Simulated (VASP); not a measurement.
# Rh12O in VASP: relaxation of the atoms with PBE

Aim: the relaxation of the atoms of Rh12O with PBE.

Program: VASP 6.6.1. These are calculated values, not measurements. Logs are shortened: lines on timing, memory, paths and dates and some standing lists are left out, and cuts for length are marked.

### 1 The cell of the first run

The cell holds a slab with vacuum, 13 atoms: a = 5.417 Å, b = 5.417 Å, c = 19.797 Å, α = 90.00°, β = 90.00°, γ = 120.00°.

### 2 Relaxation of the atoms, PBE

INCAR

```
SYSTEM = Rh12O
PREC = Accurate ; ENCUT = 520
EDIFF = 1E-7 ; ISMEAR = 0
SIGMA = 0.1 ; LREAL = .False.
LASPH = .True. ; NELM = 120
ALGO = Normal ; ISIF = 2
LWAVE = .False. ; LCHARG = .False.
LDIPOL = .True. ; IDIPOL = 3
DIPOL = 0.5 0.5 0.323 ; GGA = PE
IBRION = 2 ; NSW = 36
EDIFFG = -0.025 ; GGA_COMPAT = .False.
NELMIN = 4 ; NELMDL = -8
KPAR = 4
```

KPOINTS

```
regular mesh
0
Gamma
  6 6 1
  0 0 0
```

POSCAR

```
Rh12O
1.0
    5.4165863251      0.0000000000      0.0000000000
   -2.7082931626      4.6909013593      0.0000000000
    0.0000000000      0.0000000000     19.7966119230
Rh O
12 1
Selective dynamics
Direct
    0.3333333333      0.1666666667      0.2020547766  F F F
    0.3333333333      0.6666666667      0.2020547766  F F F
    0.8333333333      0.1666666667      0.2020547766  F F F
    0.8333333333      0.6666666667      0.2020547766  F F F
    0.1666666667      0.3333333333      0.3106031937  F F F
    0.1666666667      0.8333333333      0.3106031937  F F F
    0.6666666667      0.3333333333      0.3106031937  F F F
    0.6666666667      0.8333333333      0.3106031937  F F F
    0.0000000000      0.0000000000      0.4190925172  F F F
    0.0000000000      0.5000000000      0.4190925172  F F F
    0.5000000000      0.0000000000      0.4190925172  F F F
    0.5000000000      0.5000000000      0.4190925172  F F F
    0.3333333333      0.1666666667      0.4731385400  F F T
```

Potentials or basis: VASP PAW PBE potentials, release 64 (Rh_pv, O).

Launch:

```
cat potpaw_PBE.64/Rh_pv/POTCAR potpaw_PBE.64/O/POTCAR > POTCAR
mpirun -np 4 vasp_std > vasp.out
```

OUTCAR:

```text
SYSTEM = Rh12O
   PREC = Accurate
   ENCUT = 520
   EDIFF = 1E-7
   ISMEAR = 0
   LREAL = .False.
   LASPH = .True.
   NELM = 120
   ISIF = 2
   GGA = PE
   IBRION = 2
   NSW = 36
   EDIFFG = -0.025
   NELMIN = 4
   NELMDL = -8

 ion  position               nearest neighbor table
   1  0.333  0.167  0.202-   5 2.66   7 2.66   6 2.66   4 2.71   4 2.71   3 2.71   3 2.71   2 2.71
                             2 2.71
   2  0.333  0.667  0.202-   6 2.66   8 2.66   5 2.66   3 2.71   3 2.71   4 2.71   4 2.71   1 2.71
                             1 2.71
   3  0.833  0.167  0.202-   7 2.66   5 2.66   8 2.66   2 2.71   2 2.71   1 2.71   1 2.71   4 2.71
                             4 2.71
   4  0.833  0.667  0.202-   8 2.66   6 2.66   7 2.66   1 2.71   1 2.71   2 2.71   2 2.71   3 2.71
                             3 2.71
   5  0.167  0.333  0.311-  12 2.66   9 2.66  10 2.66   1 2.66   3 2.66   2 2.66   8 2.71   8 2.71
                             7 2.71   7 2.71   6 2.71   6 2.71
   6  0.167  0.833  0.311-  11 2.66  10 2.66   9 2.66   2 2.66   4 2.66   1 2.66   7 2.71   7 2.71
                             8 2.71   8 2.71   5 2.71   5 2.71
   7  0.667  0.333  0.311-  10 2.66  11 2.66  12 2.66   3 2.66   1 2.66   4 2.66   6 2.71   6 2.71
                             5 2.71   5 2.71   8 2.71   8 2.71
   8  0.667  0.833  0.311-   9 2.66  12 2.66  11 2.66   4 2.66   2 2.66   3 2.66   5 2.71   5 2.71
                             6 2.71   6 2.71   7 2.71   7 2.71
   9  0.000  0.000  0.419-  13 1.89   8 2.66   5 2.66   6 2.66  12 2.71  12 2.71  11 2.71  11 2.71
                            10 2.71  10 2.71
  10  0.000  0.500  0.419-   7 2.66   6 2.66   5 2.66  11 2.71  11 2.71  12 2.71  12 2.71   9 2.71
                             9 2.71
  11  0.500  0.000  0.419-  13 1.89   6 2.66   7 2.66   8 2.66  10 2.71  10 2.71   9 2.71   9 2.71
                            12 2.71  12 2.71
  12  0.500  0.500  0.419-  13 1.89   5 2.66   8 2.66   7 2.66   9 2.71   9 2.71  10 2.71  10 2.71
                            11 2.71  11 2.71
  13  0.333  0.167  0.473-   9 1.89  12 1.89  11 1.89

  LATTYP: Found a hexagonal cell.
 ALAT       =     5.4165863251
 C/A-ratio  =     3.6548133335

  Lattice vectors:

 A1 = (   5.4165863251,   0.0000000000,   0.0000000000)
 A2 = (  -2.7082931626,   4.6909013593,   0.0000000000)
 A3 = (   0.0000000000,   0.0000000000,  19.7966119230)

Analysis of symmetry for initial positions (statically):
=====================================================================
 Subroutine PRICEL returns:
 Original cell was already a primitive cell.

 Routine SETGRP: Setting up the symmetry group for a
 hexagonal supercell.

 Subroutine GETGRP returns: Found  6 space group operations
 (whereof  2 operations were pure point group operations)
 out of a pool of 24 trial point group operations.

The static configuration has the point symmetry C_1h.
 The point group associated with its full space group is C_3v.

Analysis of symmetry for dynamics (positions and initial velocities):
=====================================================================
 Subroutine PRICEL returns:
 Original cell was already a primitive cell.

 Routine SETGRP: Setting up the symmetry group for a
 hexagonal supercell.

 Subroutine GETGRP returns: Found  6 space group operations
 (whereof  2 operations were pure point group operations)
 out of a pool of 24 trial point group operations.

The dynamic configuration has the point symmetry C_1h.
 The point group associated with its full space group is C_3v.

Analysis of constrained symmetry for selective dynamics:
=====================================================================
 Subroutine PRICEL returns:
 Original cell was already a primitive cell.

 Routine SETGRP: Setting up the symmetry group for a
 hexagonal supercell.

 Subroutine GETGRP returns: Found  6 space group operations
 (whereof  2 operations were pure point group operations)
 out of a pool of 24 trial point group operations.

The constrained configuration has the point symmetry C_1h.
 The point group associated with its full space group is C_3v.

 Subroutine INISYM returns: Found  6 space group operations
 (whereof  2 operations are pure point group operations),
 and found     1 'primitive' translations

[... 75 lines left out ...]
  0.333333  0.000000  0.000000      6.000000
  0.500000  0.000000  0.000000      3.000000
  0.166667  0.166667  0.000000      6.000000
  0.333333  0.166667  0.000000     12.000000
  0.333333  0.333333  0.000000      2.000000
   k-points           NKPTS =      7   k-points in BZ     NKDIM =      7   number of bands    NBANDS=    111
   number of dos      NEDOS =    301   number of ions     NIONS =     13
   total plane-waves  NPLWV = 240000
   dimension x,y,z NGX =    40 NGY =   40 NGZ =  150
   dimension x,y,z NGXF=    80 NGYF=   80 NGZF=  300
   ions per type =              12   1
   NGX,Y,Z   is equivalent  to a cutoff of  12.28, 12.28, 12.60 a.u.
   NGXF,Y,Z  is equivalent  to a cutoff of  24.55, 24.55, 25.19 a.u.
 SYSTEM =  Rh12O
   PREC   = accura    normal or accurate (medium, high low for compatibility)
   ISTART =      0    job   : 0-new  1-cont  2-samecut
   ICHARG =      2    charge: 1-file 2-atom 10-const
   ISPIN  =      1    spin polarized calculation?
   LNONCOLLINEAR =      F non collinear calculations
   LSORBIT =      F    spin-orbit coupling
   LASPH  =      T    aspherical Exc in radial PAW
   ENCUT  =  520.0 eV  38.22 Ry    6.18 a.u.  10.07 10.07 36.81*2*pi/ulx,y,z
   NELM   =    120;   NELMIN=  4; NELMDL= -8     # of ELM steps
   EDIFF  = 0.1E-06   stopping-criterion for ELM
   LREAL  =      F    real-space projection
   EDIFFG = -.3E-01   stopping-criterion for IOM
   NSW    =     36    number of steps for IOM
   IBRION =      2    ionic relax: 0-MD 1-quasi-New 2-CG
   NFREE  =      1    steps in history (QN), initial steepest desc. (CG)
   ISIF   =      2    stress and relaxation
   ISYM   =      2    0-nonsym 1-usesym 2-fastsym
   POTIM  = 0.5000    time-step for ionic-motion
   TEBEG  =    0.0;   TEEND  =   0.0 temperature during run
   PSTRESS=    0.0 pullay stress
   NELECT =     186.0000    total number of electrons
   NUPDOWN=      -1.0000    fix difference up-down
   EMIN   =  10.00;   EMAX   =-10.00  energy-range for DOS
   EFERMI =   0.00;   METHOD = LEGACY
   ISMEAR =     0;   SIGMA  =   0.10  broadening in eV -4-tet -1-fermi 0-gaus
   EFERMI_NEDOS =   21; number of points for ismear=-14 and -15
   IALGO  =     38    algorithm
   IMIX   =      4    mixing-type and parameters
     AMIX     =   0.40;   BMIX     =  1.00
     AMIX_MAG =   1.60;   BMIX_MAG =  1.00
  volume/ion in A,a.u.               =      38.69       261.11
  Fermi-wavevector in a.u.,A,eV,Ry     =   1.175046  2.220515 18.786014  1.380733
  Thomas-Fermi vector in A             =   2.311433
   LORBIT       =      0    0 simple, 1 ext, 2 COOP (PROOUT), +10 PAW based schemes
   GGA     = PE    functional components
   LHFCALC =     F    Hartree Fock is set to
   AEXX    =    0.0000 exact exchange contribution
   IVDW    =     0    specifies the selected vdW correction
   LEPSILON=     F    determine dielectric tensor
   LRPA    =     F    only Hartree local field effects (RPA)
 conjugate gradient relaxation of ions
 non-spin polarized calculation
 Gauss-broadening in eV      SIGMA  =   0.10
  energy-cutoff  :      520.00
  volume of cell :      503.01
 maximum number of plane-waves:     13567
   NGX = 21   NGY = 21   NGZ = 73

--------------------------------------- Ionic step        1  -------------------------------------------

 number of electron     186.0000005 magnetization

 Free energy of the ion-electron system (eV)
  ---------------------------------------------------
  ext. energy  EPLUGINS =         0.00000000
  ---------------------------------------------------
  free energy    TOTEN  =       -87.16382040 eV

  energy without entropy =      -87.05641851  energy(sigma->0) =      -87.11011945

------------------------ aborting loop because EDIFF is reached ----------------------------------------

  FORCE on cell =-STRESS in cart. coord.  units (eV):
  Direction    XX          YY          ZZ          XY          YZ          ZX
  --------------------------------------------------------------------------------------
  -------------------------------------------------------------------------------------
  Total       -0.9143805     -0.9143805      9.3156907      0.0000000     -0.0000000     -0.0000000
  in kB       -2.9124918     -2.9124918     29.6724089      0.0000000     -0.0000000     -0.0000000
  external PRESSURE =       7.9491417 kB  Pullay stress =       0.0000000 kB
[... 28 lines left out ...]
  FREE ENERGIE OF THE ION-ELECTRON SYSTEM (eV)
  ---------------------------------------------------
  free  energy   TOTEN  =       -87.1638203994 eV

  energy  without entropy=      -87.0564185055  energy(sigma->0) =      -87.11011945

 dipolmoment           0.000000      0.000000     -0.033946 electrons x Angstroem

--------------------------------------- Ionic step        2  -------------------------------------------

 number of electron     186.0000008 magnetization

------------------------ aborting loop because EDIFF is reached ----------------------------------------
[... 42 lines left out ...]
--------------------------------------- Ionic step        3  -------------------------------------------

 number of electron     186.0000008 magnetization

 dipolmoment           0.000000      0.000000      0.085855 electrons x Angstroem

 Free energy of the ion-electron system (eV)
  ---------------------------------------------------
  ext. energy  EPLUGINS =         0.00000000
  ---------------------------------------------------
  free energy    TOTEN  =       -87.54484716 eV

  energy without entropy =      -87.44088404  energy(sigma->0) =      -87.49286560

 E-fermi :   0.4396     XC(G=0):  -5.6552

 val. band max:        0.4381522625   @ k =   0.1667   0.0000   0.0000
 cond. band min:       0.4541483180   @ k =   0.1667   0.1667   0.0000
 fundamental gap:      0.0159960555
 Fermi energy:         0.4396445713

 k-point     1 :       0.0000    0.0000    0.0000
  band No.  band energies     occupation
      1     -46.6964      2.00000
      2     -46.6766      2.00000
      3     -46.6430      2.00000
      4     -46.6430      2.00000
      5     -46.5921      2.00000
      6     -46.5310      2.00000
[... 745 lines left out ...]
    104       1.4061      0.00000
    105       1.9858      0.00000
 [bands above 105 left out]

------------------------ aborting loop because EDIFF is reached ----------------------------------------

 vacuum level on the upper side and lower side of the slab       (xc-potential included)         0.292        -0.304

  FORCE on cell =-STRESS in cart. coord.  units (eV):
  Direction    XX          YY          ZZ          XY          YZ          ZX
  --------------------------------------------------------------------------------------
  -------------------------------------------------------------------------------------
  Total       -5.3765266     -5.3765266      3.6052932      0.0000000      0.0000000      0.0000000
  in kB      -17.1253534    -17.1253534     11.4836072      0.0000000      0.0000000      0.0000000
  external PRESSURE =      -7.5890332 kB  Pullay stress =       0.0000000 kB
[... 28 lines left out ...]
  FREE ENERGIE OF THE ION-ELECTRON SYSTEM (eV)
  ---------------------------------------------------
  free  energy   TOTEN  =       -87.5448471555 eV

  energy  without entropy=      -87.4408840391  energy(sigma->0) =      -87.49286560

 reached required accuracy - stopping structural energy minimisation

 vacuum level on the upper side and lower side of the slab         6.150         5.538
```

Wall time 22 min (4 MPI ranks of Intel Xeon Platinum 8259CL at 2.50GHz (Skylake/Cascade Lake), shared host); peak memory 0.76 GiB.

Results:

- Free energy: -87.5448 eV
- Energy gained by relaxing: 29.3 meV/atom
- Ionic steps: 3
- Band gap on the k mesh: zero (bands 93 and 94 overlap by 0.88 eV)

Step by step:
| step | energy change (eV) | largest force on free atoms (eV/Å) | pressure (GPa) |
| --- | --- | --- | --- |
| 1 | 0.0000 | 3.5521 | 0.79 |
| 2 | -0.3616 | 0.7484 | -0.45 |
| 3 | -0.3810 | 0.0175 | -0.76 |

Final structure:
```
Rh O
1.0
     5.41659    0.00000    0.00000
    -2.70829    4.69090    0.00000
     0.00000    0.00000   19.79661
Rh O
12 1
Cartesian
  1.3541 0.7818 4.0000
  0.0000 3.1273 4.0000
  4.0624 0.7818 4.0000
  2.7083 3.1273 4.0000
  0.0000 1.5636 6.1489
  -1.3541 3.9091 6.1489
  2.7083 1.5636 6.1489
  1.3541 3.9091 6.1489
  0.0000 0.0000 8.2966
  -1.3541 2.3455 8.2966
  2.7083 0.0000 8.2966
  1.3541 2.3455 8.2966
  1.3541 0.7818 9.5894
```

Levels at points of the mesh, in eV from the Fermi level:
| k point | band 92 | band 93 | band 94 | band 95 | band 96 | band 97 |
| --- | --- | --- | --- | --- | --- | --- |
| (0.00, 0.00, 0.00) | 0.46 | 0.54 | 0.54 | 0.57 | 0.67 | 0.67 |
| (0.50, 0.00, 0.00) | -0.48 | -0.43 | -0.34 | -0.14 | -0.07 | 0.23 |
